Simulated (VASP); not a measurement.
# PbS (P6_3/mmc) in VASP: a series of runs

The runs below take PbS through single point, with PBE.

Everything below comes from runs of VASP 6.6.1. Logs are shortened: lines on timing, memory, paths and dates and some standing lists are left out, and cuts for length are marked.

## Step 1: The cell of the first run

Symmetry: P6_3/mmc, No. 194, hexagonal system. Conventional cell: a = 4.069 Å, b = 4.069 Å, c = 7.209 Å, α = 90.00°, β = 90.00°, γ = 120.00°. Pb (site symmetry -3m) has 6 S at 2.96 Å and 2 Pb at 3.60 Å within 3.9 Å. S (site symmetry -6m2) has 6 Pb at 2.96 Å within 3.9 Å.

## Step 2: Single point, PBE (25.85 Å³/atom)

Contents of INCAR:

```
PREC = Accurate
ENCUT = 520
EDIFF = 1E-7
ISMEAR = -1
SIGMA = 0.02
LREAL = False
LASPH = True
NELM = 100
ALGO = Normal
ISIF = 2
LWAVE = False
LCHARG = False
GGA = PE
NBANDS = 28
```

Contents of KPOINTS:

```
Automatic mesh
0
Gamma
  6 6 4
```

Contents of POSCAR:

```
PbS
1.0
    4.0692080078      0.0000000000      0.0000000000
   -2.0346040039      3.5240375080      0.0000000000
    0.0000000000      0.0000000000      7.2093416417
Pb S
2 2
Direct
    0.0000000000      0.0000000000      0.0000000000
    0.0000000000      0.0000000000      0.5000000000
    0.3333333333      0.6666666667      0.2500000000
    0.6666666667      0.3333333333      0.7500000000
```

Potentials or basis: VASP PAW PBE potentials, release 64 (Pb_d, S).

Command:

```console
$ cat potpaw_PBE.64/Pb_d/POTCAR potpaw_PBE.64/S/POTCAR > POTCAR
$ mpirun -np 1 vasp_std > vasp.out
```

OUTCAR:

```text
PREC = Accurate
   ENCUT = 520
   EDIFF = 1E-7
   ISMEAR = -1
   LREAL = False
   LASPH = True
   NELM = 100
   ISIF = 2
   GGA = PE

 ion  position               nearest neighbor table
   1  0.000  0.000  0.000-   3 2.96   4 2.96   3 2.96   4 2.96   4 2.96   3 2.96   2 3.60   2 3.60

   2  0.000  0.000  0.500-   3 2.96   4 2.96   3 2.96   4 2.96   4 2.96   3 2.96   1 3.60   1 3.60

   3  0.333  0.667  0.250-   1 2.96   2 2.96   1 2.96   2 2.96   1 2.96   2 2.96
   4  0.667  0.333  0.750-   1 2.96   2 2.96   1 2.96   2 2.96   1 2.96   2 2.96

  LATTYP: Found a hexagonal cell.
 ALAT       =     4.0692080078
 C/A-ratio  =     1.7716817690

  Lattice vectors:

 A1 = (   4.0692080078,   0.0000000000,   0.0000000000)
 A2 = (  -2.0346040039,   3.5240375080,   0.0000000000)
 A3 = (   0.0000000000,   0.0000000000,   7.2093416417)

Analysis of symmetry for initial positions (statically):
=====================================================================
 Subroutine PRICEL returns:
 Original cell was already a primitive cell.

 Routine SETGRP: Setting up the symmetry group for a
 hexagonal supercell.

 Subroutine GETGRP returns: Found 24 space group operations
 (whereof 12 operations were pure point group operations)
 out of a pool of 24 trial point group operations.

The static configuration has the point symmetry D_3d.
 The point group associated with its full space group is D_6h.

Analysis of symmetry for dynamics (positions and initial velocities):
=====================================================================
 Subroutine PRICEL returns:
 Original cell was already a primitive cell.

 Routine SETGRP: Setting up the symmetry group for a
 hexagonal supercell.

 Subroutine GETGRP returns: Found 24 space group operations
 (whereof 12 operations were pure point group operations)
 out of a pool of 24 trial point group operations.

The dynamic configuration has the point symmetry D_3d.
 The point group associated with its full space group is D_6h.

 Subroutine INISYM returns: Found 24 space group operations
 (whereof 12 operations are pure point group operations),
 and found     1 'primitive' translations

----------------------------------------------------------------------------------------

                                     Primitive cell

  volume of cell :     103.3823

  direct lattice vectors                    reciprocal lattice vectors
     4.069208008  0.000000000  0.000000000     0.245748066  0.141882712  0.000000000
    -2.034604004  3.524037508  0.000000000     0.000000000  0.283765425  0.000000000
     0.000000000  0.000000000  7.209341642     0.000000000  0.000000000  0.138708921

  length of vectors
     4.069208008  4.069208008  7.209341642     0.283765425  0.283765425  0.138708921

  position of ions in fractional coordinates (direct lattice)
     0.000000000  0.000000000  0.000000000
     0.000000000  0.000000000  0.500000000
     0.333333333  0.666666667  0.250000000
     0.666666667  0.333333333  0.750000000

  ion indices of the primitive-cell ions
   primitive index   ion index
                 1           1
                 2           2
                 3           3
                 4           4

----------------------------------------------------------------------------------------

 KPOINTS: Automatic mesh

Automatic generation of k-mesh.
 Grid dimensions read from file:
 generate k-points for:    6    6    4

 Generating k-lattice:

  Cartesian coordinates                     Fractional coordinates (reciprocal lattice)
     0.040958011  0.023647119  0.000000000     0.166666667 -0.000000000  0.000000000
     0.000000000  0.047294237  0.000000000     0.000000000  0.166666667  0.000000000
     0.000000000  0.000000000  0.034677230     0.000000000  0.000000000  0.250000000

  Length of vectors
     0.047294237  0.047294237  0.034677230

  Shift w.r.t. Gamma in fractional coordinates (k-lattice)
     0.000000000  0.000000000  0.000000000

 Subroutine IBZKPT returns following result:
 ===========================================

 Found     21 irreducible k-points:

 Following reciprocal coordinates:
            Coordinates               Weight
  0.000000  0.000000  0.000000      1.000000
  0.166667  0.000000  0.000000      6.000000
  0.333333  0.000000  0.000000      6.000000
  0.500000  0.000000  0.000000      3.000000
  0.166667  0.166667  0.000000      6.000000
  0.333333  0.166667  0.000000     12.000000
[... 13 lines left out ...]
  0.333333  0.166667  0.500000     12.000000
  0.333333  0.333333  0.500000      2.000000
   k-points           NKPTS =     21   k-points in BZ     NKDIM =     21   number of bands    NBANDS=     28
   number of dos      NEDOS =    301   number of ions     NIONS =      4
   total plane-waves  NPLWV =  48600
   dimension x,y,z NGX =    30 NGY =   30 NGZ =   54
   dimension x,y,z NGXF=    60 NGYF=   60 NGZF=  108
   ions per type =               2   2
   NGX,Y,Z   is equivalent  to a cutoff of  12.26, 12.26, 12.45 a.u.
   NGXF,Y,Z  is equivalent  to a cutoff of  24.51, 24.51, 24.90 a.u.
 SYSTEM =  unknown system
   PREC   = accura    normal or accurate (medium, high low for compatibility)
   ISTART =      0    job   : 0-new  1-cont  2-samecut
   ICHARG =      2    charge: 1-file 2-atom 10-const
   ISPIN  =      1    spin polarized calculation?
   LNONCOLLINEAR =      F non collinear calculations
   LSORBIT =      F    spin-orbit coupling
   LASPH  =      T    aspherical Exc in radial PAW
   ENCUT  =  520.0 eV  38.22 Ry    6.18 a.u.   7.57  7.57 13.40*2*pi/ulx,y,z
   NELM   =    100;   NELMIN=  2; NELMDL= -5     # of ELM steps
   EDIFF  = 0.1E-06   stopping-criterion for ELM
   LREAL  =      F    real-space projection
   EDIFFG = 0.1E-05   stopping-criterion for IOM
   NSW    =      0    number of steps for IOM
   IBRION =     -1    ionic relax: 0-MD 1-quasi-New 2-CG
   NFREE  =      0    steps in history (QN), initial steepest desc. (CG)
   ISIF   =      2    stress and relaxation
   ISYM   =      2    0-nonsym 1-usesym 2-fastsym
   POTIM  = 0.5000    time-step for ionic-motion
   TEBEG  =    0.0;   TEEND  =   0.0 temperature during run
   PSTRESS=    0.0 pullay stress
   NELECT =      40.0000    total number of electrons
   NUPDOWN=      -1.0000    fix difference up-down
   EMIN   =  10.00;   EMAX   =-10.00  energy-range for DOS
   EFERMI =   0.00;   METHOD = LEGACY
   ISMEAR =    -1;   SIGMA  =   0.02  broadening in eV -4-tet -1-fermi 0-gaus
   EFERMI_NEDOS =   21; number of points for ismear=-14 and -15
   IALGO  =     38    algorithm
   IMIX   =      4    mixing-type and parameters
     AMIX     =   0.40;   BMIX     =  1.00
     AMIX_MAG =   1.60;   BMIX_MAG =  1.00
  volume/ion in A,a.u.               =      25.85       174.41
  Fermi-wavevector in a.u.,A,eV,Ry     =   1.192924  2.254300 19.362015  1.423068
  Thomas-Fermi vector in A             =   2.328951
   LORBIT       =      0    0 simple, 1 ext, 2 COOP (PROOUT), +10 PAW based schemes
   GGA     = PE    functional components
   LHFCALC =     F    Hartree Fock is set to
   AEXX    =    0.0000 exact exchange contribution
   IVDW    =     0    specifies the selected vdW correction
   LEPSILON=     F    determine dielectric tensor
   LRPA    =     F    only Hartree local field effects (RPA)
 non-spin polarized calculation
  energy-cutoff  :      520.00
  volume of cell :      103.38
 maximum number of plane-waves:      2804
   NGX = 15   NGY = 15   NGZ = 27

 number of electron      40.0000003 magnetization

 Free energy of the ion-electron system (eV)
  ---------------------------------------------------
  ext. energy  EPLUGINS =         0.00000000
  ---------------------------------------------------
  free energy    TOTEN  =       -17.22760311 eV

  energy without entropy =      -17.22709544  energy(sigma->0) =      -17.22734927

 E-fermi :   6.2458     XC(G=0):  -9.7120

 val. band max:        6.2339497970   @ k =   0.0000   0.0000   0.0000
 cond. band min:       6.2852853238   @ k =   0.5000   0.0000   0.0000
 fundamental gap:      0.0513355267
 Fermi energy:         6.2458132984

 k-point     1 :       0.0000    0.0000    0.0000
  band No.  band energies     occupation
      1     -11.0766      2.00000
      2     -10.9929      2.00000
      3     -10.9929      2.00000
      4     -10.9711      2.00000
      5     -10.9711      2.00000
      6     -10.9618      2.00000
[... 20 lines left out ...]
     27      11.9437      0.00000
     28      13.4600      0.00000

 k-point     2 :       0.1667    0.0000    0.0000
  band No.  band energies     occupation
      1     -11.0694      2.00000
      2     -11.0234      2.00000
      3     -10.9835      2.00000
      4     -10.9754      2.00000
      5     -10.9709      2.00000
      6     -10.9574      2.00000
[... 20 lines left out ...]
     27      11.6447      0.00000
     28      12.4908      0.00000

 k-point     3 :       0.3333    0.0000    0.0000
  band No.  band energies     occupation
      1     -11.0923      2.00000
      2     -11.0549      2.00000
      3     -10.9874      2.00000
      4     -10.9833      2.00000
      5     -10.9781      2.00000
      6     -10.9296      2.00000
[... 20 lines left out ...]
     27      11.8274      0.00000
     28      14.1013      0.00000

 k-point     4 :       0.5000    0.0000    0.0000
  band No.  band energies     occupation
      1     -11.1247      2.00000
      2     -11.0503      2.00000
      3     -10.9944      2.00000
      4     -10.9860      2.00000
      5     -10.9797      2.00000
      6     -10.9246      2.00000
[... 485 lines left out ...]
     27      12.3012      0.00000
     28      12.3012      0.00000

 k-point    20 :       0.3333    0.1667    0.5000
  band No.  band energies     occupation
      1     -11.0339      2.00000
      2     -11.0339      2.00000
      3     -10.9653      2.00000
      4     -10.9653      2.00000
      5     -10.9548      2.00000
      6     -10.9548      2.00000
[... 20 lines left out ...]
     27      12.8580      0.00000
     28      12.8580      0.00000

 k-point    21 :       0.3333    0.3333    0.5000
  band No.  band energies     occupation
      1     -11.0255      2.00000
      2     -11.0255      2.00000
      3     -10.9689      2.00000
      4     -10.9689      2.00000
      5     -10.9419      2.00000
      6     -10.9419      2.00000
[... 20 lines left out ...]
     27      13.6949      0.00000
     28      13.6949      0.00000

------------------------ aborting loop because EDIFF is reached ----------------------------------------

  FORCE on cell =-STRESS in cart. coord.  units (eV):
  Direction    XX          YY          ZZ          XY          YZ          ZX
  --------------------------------------------------------------------------------------
  -------------------------------------------------------------------------------------
  Total        2.1088668      2.1088668      2.6106593      0.0000000     -0.0000000      0.0000000
  in kB       32.6823822     32.6823822     40.4589636      0.0000000     -0.0000000      0.0000000
  external PRESSURE =      35.2745760 kB  Pullay stress =       0.0000000 kB

 VOLUME and BASIS-vectors are now :
 -----------------------------------------------------------------------------
  energy-cutoff  :      520.00
  volume of cell :      103.38
      direct lattice vectors                 reciprocal lattice vectors
     4.069208008  0.000000000  0.000000000     0.245748066  0.141882712  0.000000000
    -2.034604004  3.524037508  0.000000000     0.000000000  0.283765425  0.000000000
     0.000000000  0.000000000  7.209341642     0.000000000  0.000000000  0.138708921

 POSITION                                       TOTAL-FORCE (eV/Angst)
 -----------------------------------------------------------------------------------
      0.00000      0.00000      0.00000         0.000000      0.000000      0.000000
      0.00000      0.00000      3.60467         0.000000      0.000000      0.000000
     -0.00000      2.34936      1.80234        -0.000000      0.000000     -0.000000
      2.03460      1.17468      5.40701         0.000000     -0.000000      0.000000
 -----------------------------------------------------------------------------------
    total drift:                               -0.000000      0.000000      0.000000

  FREE ENERGIE OF THE ION-ELECTRON SYSTEM (eV)
  ---------------------------------------------------
  free  energy   TOTEN  =       -17.2276031110 eV

  energy  without entropy=      -17.2270954380  energy(sigma->0) =      -17.22734927
```

Wall time 92 s (1 thread of Intel Xeon 8259CL, shared host); peak memory 0.23 GiB.

What came out:

- Free energy: -17.2276 eV
- Pressure: 3.5 GPa
- Band gap on the k mesh: 0.05 eV (least direct gap 0.22 eV)

Levels at points of the mesh, in eV from the valence-band top:
| k point | band 18 | band 19 | band 20 | band 21 | band 22 | band 23 |
| --- | --- | --- | --- | --- | --- | --- |
| (0.00, 0.00, 0.00) | -1.89 | -1.89 | 0.00 | 0.22 | 3.06 | 3.06 |
| (0.50, 0.00, 0.00) | -2.04 | -1.88 | -1.08 | 0.05 | 1.71 | 2.46 |
| (0.00, 0.00, 0.50) | -2.11 | -1.73 | -1.73 | 2.48 | 2.48 | 3.15 |
| (0.50, 0.00, 0.50) | -3.00 | -2.93 | -2.93 | 2.45 | 2.45 | 2.75 |

Caveat: the cell stands under pressure; spin-orbit coupling is left out, which moves the levels of the heavy elements. A k mesh can miss the band edges.

## Step 3: Single point, PBE (26.67 Å³/atom)

This run uses another cell than the first one, of 26.67 Å³/atom.

Contents of INCAR:

```
PREC = Accurate ; ENCUT = 520
EDIFF = 1E-6 ; ISMEAR = -1
SIGMA = 0.02 ; LREAL = False
LASPH = True ; NELM = 100
ALGO = Normal ; ISIF = 2
LWAVE = False ; LCHARG = False
GGA = PE ; NBANDS = 28
```

Contents of KPOINTS:

```
regular mesh
0
Gamma
  6 6 4
```

Contents of POSCAR:

```
PbS
1.0
    4.1120449242      0.0000000000      0.0000000000
   -2.0560224621      3.5611353659      0.0000000000
    0.0000000000      0.0000000000      7.2852350256
Pb S
2 2
Direct
    0.0000000000      0.0000000000      0.0000000000
    0.0000000000      0.0000000000      0.5000000000
    0.3333333333      0.6666666667      0.2500000000
    0.6666666667      0.3333333333      0.7500000000
```

Potentials or basis: VASP PAW PBE potentials, release 64 (Pb_d, S).

Command:

```console
$ cat potpaw_PBE.64/Pb_d/POTCAR potpaw_PBE.64/S/POTCAR > POTCAR
$ mpirun -np 1 vasp_std > vasp.out
```

OUTCAR:

```text
PREC = Accurate
   ENCUT = 520
   EDIFF = 1E-6
   ISMEAR = -1
   LREAL = False
   LASPH = True
   NELM = 100
   ISIF = 2
   GGA = PE

 ion  position               nearest neighbor table
   1  0.000  0.000  0.000-   3 2.99   4 2.99   4 2.99   3 2.99   4 2.99   3 2.99   2 3.64   2 3.64

   2  0.000  0.000  0.500-   3 2.99   4 2.99   4 2.99   3 2.99   4 2.99   3 2.99   1 3.64   1 3.64

   3  0.333  0.667  0.250-   1 2.99   2 2.99   1 2.99   2 2.99   1 2.99   2 2.99
   4  0.667  0.333  0.750-   1 2.99   2 2.99   1 2.99   2 2.99   1 2.99   2 2.99

  LATTYP: Found a hexagonal cell.
 ALAT       =     4.1120449242
 C/A-ratio  =     1.7716817690

  Lattice vectors:

 A1 = (   4.1120449242,   0.0000000000,   0.0000000000)
 A2 = (  -2.0560224621,   3.5611353659,   0.0000000000)
 A3 = (   0.0000000000,   0.0000000000,   7.2852350256)

Analysis of symmetry for initial positions (statically):
=====================================================================
 Subroutine PRICEL returns:
 Original cell was already a primitive cell.
[... 168 lines left out ...]
  free energy    TOTEN  =       -17.28073381 eV

  energy without entropy =      -17.28028718  energy(sigma->0) =      -17.28051049

 E-fermi :   5.8981     XC(G=0):  -9.5645

 val. band max:        5.8801774222   @ k =   0.0000   0.0000   0.0000
 cond. band min:       5.9441603696   @ k =   0.5000   0.0000   0.0000
 fundamental gap:      0.0639829474
 Fermi energy:         5.8980597287

 k-point     1 :       0.0000    0.0000    0.0000
  band No.  band energies     occupation
      1     -11.4210      2.00000
      2     -11.3460      2.00000
      3     -11.3460      2.00000
      4     -11.3289      2.00000
      5     -11.3289      2.00000
      6     -11.3184      2.00000
[... 640 lines left out ...]
     27      13.2924      0.00000
     28      13.2924      0.00000

------------------------ aborting loop because EDIFF is reached ----------------------------------------

  FORCE on cell =-STRESS in cart. coord.  units (eV):
  Direction    XX          YY          ZZ          XY          YZ          ZX
  --------------------------------------------------------------------------------------
  -------------------------------------------------------------------------------------
  Total        0.9691227      0.9691227      1.1617610      0.0000000      0.0000000      0.0000000
  in kB       14.5545726     14.5545726     17.4476712      0.0000000      0.0000000      0.0000000
  external PRESSURE =      15.5189388 kB  Pullay stress =       0.0000000 kB

 VOLUME and BASIS-vectors are now :
 -----------------------------------------------------------------------------
  energy-cutoff  :      520.00
  volume of cell :      106.68
      direct lattice vectors                 reciprocal lattice vectors
     4.112044924  0.000000000  0.000000000     0.243188005  0.140404660  0.000000000
    -2.056022462  3.561135366  0.000000000     0.000000000  0.280809320  0.000000000
     0.000000000  0.000000000  7.285235026     0.000000000  0.000000000  0.137263931

 POSITION                                       TOTAL-FORCE (eV/Angst)
 -----------------------------------------------------------------------------------
      0.00000      0.00000      0.00000        -0.000000      0.000000      0.000000
      0.00000      0.00000      3.64262        -0.000000      0.000000      0.000000
     -0.00000      2.37409      1.82131         0.000000      0.000000     -0.000000
      2.05602      1.18705      5.46393         0.000000     -0.000000     -0.000000
 -----------------------------------------------------------------------------------
    total drift:                                0.000000     -0.000000      0.000000

  FREE ENERGIE OF THE ION-ELECTRON SYSTEM (eV)
  ---------------------------------------------------
  free  energy   TOTEN  =       -17.2807338061 eV

  energy  without entropy=      -17.2802871809  energy(sigma->0) =      -17.28051049
```

Wall time 94 s (1 thread of Intel Xeon 8259CL, shared host); peak memory 0.25 GiB.

What came out:

```yaml
Free_energy: -17.2807 eV
Pressure: 1.6 GPa
Band_gap_on_the_k_mesh: 0.06 eV (least direct gap 0.10 eV)
```

Caveat: spin-orbit coupling is left out, which moves the levels of the heavy elements. A k mesh can miss the band edges.
